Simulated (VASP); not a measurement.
Wanted: the native input for a VASP 6.6.1 run.

```yaml
Task: single point
Functional: PBE
Dispersion: D3(BJ)
Potentials_or_basis: VASP PAW PBE potentials, release 64 (Ru_pv)
Cutoff: 500 eV
k_mesh: 13 × 13 × 7
Occupations: fermi-dirac, width 0.1 eV
Spin: no spin polarisation
Dipole_correction: no
Further_INCAR_settings: ALGO = Normal; EDIFF = 1e-06; NBANDS = 21
```

The structure of Ru lies in POSCAR:

```
Ru
1.0
    2.7058000000      0.0000000000      0.0000000000
   -1.3529000000      2.3432915376      0.0000000000
    0.0000000000      0.0000000000      4.2819000000
Ru
2
Direct
    0.3333333333      0.6666666667      0.2500000000
    0.6666666667      0.3333333333      0.7500000000
```

One way to write it, as run:

INCAR

```
SYSTEM = Ru
PREC = Accurate ; ENCUT = 500
EDIFF = 1E-6 ; ISMEAR = -1
SIGMA = 0.1 ; LREAL = .False.
LASPH = .True. ; NELM = 120
ALGO = Normal ; ISIF = 2
LWAVE = .False. ; LCHARG = .True.
GGA = PE ; IVDW = 12
LELF = .True. ; LVHAR = .True.
NBANDS = 21 ; GGA_COMPAT = .False.
```

KPOINTS

```
regular mesh
0
Gamma
  13 13 7
  0 0 0
```

Potentials or basis: VASP PAW PBE potentials, release 64 (Ru_pv).

Command:

```bash
$ cat potpaw_PBE.64/Ru_pv/POTCAR > POTCAR
$ mpirun -np 1 vasp_std > vasp.out
```

Results of the run:

```
Pressure                   : -3.0 GPa
Band gap on the k mesh     : zero (bands 14 and 15 overlap by 2.99 eV)
Dispersion energy per atom : -0.624 eV
```

It took 46 s on 1 thread of AMD EPYC 7R43 64-Core Processor (Zen 3), on a shared host, peak memory 0.13 GiB.
